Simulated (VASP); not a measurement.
# PbS in VASP: notebook

The runs below take PbS through electric field gradients, with PBE.

Program: VASP 6.6.1. These are calculated values, not measurements. Logs are shortened: lines on timing, memory, paths and dates and some standing lists are left out, and cuts for length are marked.

**1. The cell of the first run**

The structure is orthorhombic, space group Imm2 (No. 44). The conventional cell has a = 4.193 Å, b = 5.930 Å, c = 4.193 Å, α = 90.00°, β = 90.00°, γ = 90.00°. Pb (site symmetry mm2) has 6 S at 2.93 to 3.00 Å within 3.9 Å. S (site symmetry mm2) has 6 Pb at 2.93 to 3.00 Å within 3.9 Å.

**2. Electric field gradients, PBE (atom 2 (S) moved by [0.035355, 0.035355, 0.0] A)**

INCAR

```
  PREC = Accurate
  ENCUT = 520
  EDIFF = 1E-8
  ISMEAR = -1
  SIGMA = 0.01
  LREAL = False
  LASPH = True
  NELM = 100
  ALGO = Normal
  ISIF = 2
  LWAVE = False
  LCHARG = False
  GGA = PE
  LEFG = True
  NBANDS = 17
```

KPOINTS

```
Automatic mesh
0
Gamma
  8 8 8
```

POSCAR

```
PbS
1.0
    0.0000000000      2.9650000000      2.9650000000
    2.9650000000      0.0000000000      2.9650000000
    2.9650000000      2.9650000000      0.0000000000
Pb S
1 1
Direct
    0.0000000000      0.0000000000      0.0000000000
    0.5000000000      0.5000000000      0.5119241147
```

Potentials or basis: VASP PAW PBE potentials, release 64 (Pb_d, S).

Launch:

```
$ cat potpaw_PBE.64/Pb_d/POTCAR potpaw_PBE.64/S/POTCAR > POTCAR
$ mpirun -np 1 vasp_std > vasp.out
```

OUTCAR:

```text
PREC = Accurate
   ENCUT = 520
   EDIFF = 1E-8
   ISMEAR = -1
   LREAL = False
   LASPH = True
   NELM = 100
   ISIF = 2
   GGA = PE

 ion  position               nearest neighbor table
   1  0.000  0.000  0.000-   2 2.93   2 2.93   2 2.97   2 2.97   2 3.00   2 3.00
   2  0.500  0.500  0.512-   1 2.93   1 2.93   1 2.97   1 2.97   1 3.00   1 3.00

  LATTYP: Found a face centered cubic cell.
 ALAT       =     5.9300000000

  Lattice vectors:

 A1 = (   0.0000000000,   2.9650000000,   2.9650000000)
 A2 = (   2.9650000000,   0.0000000000,   2.9650000000)
 A3 = (   2.9650000000,   2.9650000000,   0.0000000000)

Analysis of symmetry for initial positions (statically):
=====================================================================
 Subroutine PRICEL returns:
 Original cell was already a primitive cell.

 Routine SETGRP: Setting up the symmetry group for a
 face centered cubic supercell.

 Subroutine GETGRP returns: Found  4 space group operations
 (whereof  4 operations were pure point group operations)
 out of a pool of 48 trial point group operations.

The static configuration has the point symmetry C_2v.

Analysis of symmetry for dynamics (positions and initial velocities):
=====================================================================
 Subroutine PRICEL returns:
 Original cell was already a primitive cell.

 Routine SETGRP: Setting up the symmetry group for a
 face centered cubic supercell.

 Subroutine GETGRP returns: Found  4 space group operations
 (whereof  4 operations were pure point group operations)
 out of a pool of 48 trial point group operations.

The dynamic configuration has the point symmetry C_2v.

 Subroutine INISYM returns: Found  4 space group operations
 (whereof  4 operations are pure point group operations),
 and found     1 'primitive' translations

----------------------------------------------------------------------------------------

                                     Primitive cell

  volume of cell :      52.1320

  direct lattice vectors                    reciprocal lattice vectors
     0.000000000  2.965000000  2.965000000    -0.168634064  0.168634064  0.168634064
     2.965000000  0.000000000  2.965000000     0.168634064 -0.168634064  0.168634064
     2.965000000  2.965000000  0.000000000     0.168634064  0.168634064 -0.168634064

  length of vectors
     4.193143212  4.193143212  4.193143212     0.292082767  0.292082767  0.292082767

  position of ions in fractional coordinates (direct lattice)
     0.000000000  0.000000000  0.000000000
     0.500000000  0.500000000  0.511924115

  ion indices of the primitive-cell ions
   primitive index   ion index
                 1           1
                 2           2

----------------------------------------------------------------------------------------

 KPOINTS: Automatic mesh

Automatic generation of k-mesh.
 Grid dimensions read from file:
 generate k-points for:    8    8    8

 Generating k-lattice:

  Cartesian coordinates                     Fractional coordinates (reciprocal lattice)
    -0.021079258  0.021079258  0.021079258     0.125000000  0.000000000  0.000000000
     0.021079258 -0.021079258  0.021079258     0.000000000  0.125000000  0.000000000
     0.021079258  0.021079258 -0.021079258     0.000000000  0.000000000  0.125000000

  Length of vectors
     0.036510346  0.036510346  0.036510346

  Shift w.r.t. Gamma in fractional coordinates (k-lattice)
     0.000000000  0.000000000  0.000000000

 Subroutine IBZKPT returns following result:
 ===========================================

 Found     95 irreducible k-points:

 Following reciprocal coordinates:
            Coordinates               Weight
  0.000000  0.000000  0.000000      1.000000
  0.125000  0.000000  0.000000      4.000000
  0.000000  0.000000  0.125000      4.000000
  0.250000  0.000000  0.000000      4.000000
  0.000000  0.000000  0.250000      4.000000
  0.375000  0.000000  0.000000      4.000000
[... 16 lines left out ...]
  0.125000  0.125000 -0.375000      4.000000
 -0.375000  0.125000  0.000000      4.000000
 [... further k-points ...]
   k-points           NKPTS =     95   k-points in BZ     NKDIM =     95   number of bands    NBANDS=     17
   number of dos      NEDOS =    301   number of ions     NIONS =      2
   total plane-waves  NPLWV =  32768
   dimension x,y,z NGX =    32 NGY =   32 NGZ =   32
   dimension x,y,z NGXF=    64 NGYF=   64 NGZF=   64
   ions per type =               1   1
   NGX,Y,Z   is equivalent  to a cutoff of  12.69, 12.69, 12.69 a.u.
   NGXF,Y,Z  is equivalent  to a cutoff of  25.37, 25.37, 25.37 a.u.
 SYSTEM =  unknown system
   PREC   = accura    normal or accurate (medium, high low for compatibility)
   ISTART =      0    job   : 0-new  1-cont  2-samecut
   ICHARG =      2    charge: 1-file 2-atom 10-const
   ISPIN  =      1    spin polarized calculation?
   LNONCOLLINEAR =      F non collinear calculations
   LSORBIT =      F    spin-orbit coupling
   LASPH  =      T    aspherical Exc in radial PAW
   ENCUT  =  520.0 eV  38.22 Ry    6.18 a.u.   7.80  7.80  7.80*2*pi/ulx,y,z
   NELM   =    100;   NELMIN=  2; NELMDL= -5     # of ELM steps
   EDIFF  = 0.1E-07   stopping-criterion for ELM
   LREAL  =      F    real-space projection
   EDIFFG = 0.1E-06   stopping-criterion for IOM
   NSW    =      0    number of steps for IOM
   IBRION =     -1    ionic relax: 0-MD 1-quasi-New 2-CG
   NFREE  =      0    steps in history (QN), initial steepest desc. (CG)
   ISIF   =      2    stress and relaxation
   ISYM   =      2    0-nonsym 1-usesym 2-fastsym
   POTIM  = 0.5000    time-step for ionic-motion
   TEBEG  =    0.0;   TEEND  =   0.0 temperature during run
   PSTRESS=    0.0 pullay stress
   NELECT =      20.0000    total number of electrons
   NUPDOWN=      -1.0000    fix difference up-down
   EMIN   =  10.00;   EMAX   =-10.00  energy-range for DOS
   EFERMI =   0.00;   METHOD = LEGACY
   ISMEAR =    -1;   SIGMA  =   0.01  broadening in eV -4-tet -1-fermi 0-gaus
   EFERMI_NEDOS =   21; number of points for ismear=-14 and -15
   IALGO  =     38    algorithm
   IMIX   =      4    mixing-type and parameters
     AMIX     =   0.40;   BMIX     =  1.00
     AMIX_MAG =   1.60;   BMIX_MAG =  1.00
  volume/ion in A,a.u.               =      26.07       175.90
  Fermi-wavevector in a.u.,A,eV,Ry     =   1.189552  2.247928 19.252709  1.415034
  Thomas-Fermi vector in A             =   2.325657
   LORBIT       =      0    0 simple, 1 ext, 2 COOP (PROOUT), +10 PAW based schemes
   GGA     = PE    functional components
   LHFCALC =     F    Hartree Fock is set to
   AEXX    =    0.0000 exact exchange contribution
   IVDW    =     0    specifies the selected vdW correction
   LEPSILON=     F    determine dielectric tensor
   LRPA    =     F    only Hartree local field effects (RPA)
 non-spin polarized calculation
  energy-cutoff  :      520.00
  volume of cell :       52.13
 maximum number of plane-waves:      1424
   NGX = 15   NGY = 15   NGZ = 15

 number of electron      19.9999998 magnetization

 Free energy of the ion-electron system (eV)
  ---------------------------------------------------
  ext. energy  EPLUGINS =         0.00000000
  ---------------------------------------------------
  free energy    TOTEN  =        -8.75482556 eV

  energy without entropy =       -8.75482556  energy(sigma->0) =       -8.75482556

 E-fermi :   6.0170     XC(G=0):  -9.6853

 val. band max:        5.8330449596   @ k =   0.5000   0.0000   0.0000
 cond. band min:       6.1997965427   @ k =   0.5000   0.0000   0.0000
 fundamental gap:      0.3667515832
 Fermi energy:         6.0169970511

 k-point     1 :       0.0000    0.0000    0.0000
  band No.  band energies     occupation
      1     -10.9918      2.00000
      2     -10.9915      2.00000
      3     -10.9913      2.00000
      4     -10.9754      2.00000
      5     -10.9754      2.00000
      6      -7.7753      2.00000
[... 9 lines left out ...]
     16      12.5831      0.00000
     17      14.4897      0.00000

 k-point     2 :       0.1250    0.0000    0.0000
  band No.  band energies     occupation
      1     -10.9908      2.00000
      2     -10.9888      2.00000
      3     -10.9885      2.00000
      4     -10.9761      2.00000
      5     -10.9761      2.00000
      6      -7.6419      2.00000
[... 9 lines left out ...]
     16      12.9442      0.00000
     17      15.6857      0.00000
[... 421 lines left out ...]
 k-point    24 :      -0.3750    0.1250    0.0000
  band No.  band energies     occupation
      1     -11.0170      2.00000
      2     -11.0021      2.00000
      3     -10.9840      2.00000
      4     -10.9504      2.00000
      5     -10.9493      2.00000
      6      -6.5649      2.00000
[... 9 lines left out ...]
     16      15.9752      0.00000
     17      16.8187      0.00000

 [... further k-points ...]
[... 5 lines left out ...]
  --------------------------------------------------------------------------------------
  -------------------------------------------------------------------------------------
  Total        0.7347749      0.7347749      0.7175581      0.0039109      0.0000000      0.0000000
  in kB       22.5819172     22.5819172     22.0527899      0.1201951      0.0000000      0.0000000
  external PRESSURE =      22.4055414 kB  Pullay stress =       0.0000000 kB

 VOLUME and BASIS-vectors are now :
 -----------------------------------------------------------------------------
  energy-cutoff  :      520.00
  volume of cell :       52.13
      direct lattice vectors                 reciprocal lattice vectors
     0.000000000  2.965000000  2.965000000    -0.168634064  0.168634064  0.168634064
     2.965000000  0.000000000  2.965000000     0.168634064 -0.168634064  0.168634064
     2.965000000  2.965000000  0.000000000     0.168634064  0.168634064 -0.168634064

 POSITION                                       TOTAL-FORCE (eV/Angst)
 -----------------------------------------------------------------------------------
      0.00000      0.00000      0.00000         0.019380      0.019380      0.000000
      3.00036      3.00036      2.96500        -0.019380     -0.019380     -0.000000
 -----------------------------------------------------------------------------------
    total drift:                               -0.000009     -0.000009     -0.000000

  FREE ENERGIE OF THE ION-ELECTRON SYSTEM (eV)
  ---------------------------------------------------
  free  energy   TOTEN  =        -8.7548255580 eV

  energy  without entropy=       -8.7548255580  energy(sigma->0) =       -8.75482556

 Electric field gradients (V/A^2)
---------------------------------------------------------------------
 ion       V_xx      V_yy      V_zz      V_xy      V_xz      V_yz
---------------------------------------------------------------------
   1      -1.265    -1.265     2.531    -0.037    -0.001    -0.001
   2       0.035     0.035    -0.070    -0.190    -0.000    -0.000
---------------------------------------------------------------------

 Electric field gradients after diagonalization (V/A^2)
 (convention: |V_zz| > |V_xx| > |V_yy|)
----------------------------------------------------------------------
 ion       V_xx      V_yy      V_zz     asymmetry (V_yy - V_xx)/ V_zz
----------------------------------------------------------------------
   1      -1.302    -1.228     2.531       0.029
   2      -0.156    -0.070     0.225       0.382
----------------------------------------------------------------------

           NMR quadrupolar parameters

 Cq : quadrupolar parameter    Cq=e*Q*V_zz/h
 eta: asymmetry parameters     (V_yy - V_xx)/ V_zz
 Q  : nuclear electric quadrupole moment in mb (millibarn)
----------------------------------------------------------------------
 ion       Cq(MHz)       eta       Q (mb)
----------------------------------------------------------------------
   1       0.006       0.029       1.000
   2       0.001       0.382       1.000
----------------------------------------------------------------------
```

Wall time 80 s (1 thread of Intel Xeon Platinum 8259CL at 2.50GHz (Skylake/Cascade Lake), shared host); peak memory 0.23 GiB.

Results:

```
Free energy            : -8.7548 eV
Pressure               : 2.2 GPa
Largest force          : 0.027 eV/Å
Band gap on the k mesh : 0.37 eV, direct
```

Forces on the atoms (eV/Å):
```
Pb   0.019  0.019  0.000
S   -0.019 -0.019  0.000
```

Electric field gradients, principal values (V/Å²):
| atom | least | middle | greatest (by size) |
| --- | --- | --- | --- |
| 1 Pb | -1.228 | -1.302 | 2.531 |
| 2 S | -0.070 | -0.156 | 0.225 |

Caveat: the cell differs from its parent crystal (atom 2 (S) moved by [0.035355, 0.035355, 0.0] A); without QUAD_EFG the Cq values of the log hold for a quadrupole moment of 1 mb, not for the nuclei; spin-orbit coupling is left out, which moves the levels of the heavy elements.

[end of part 1 of 2]
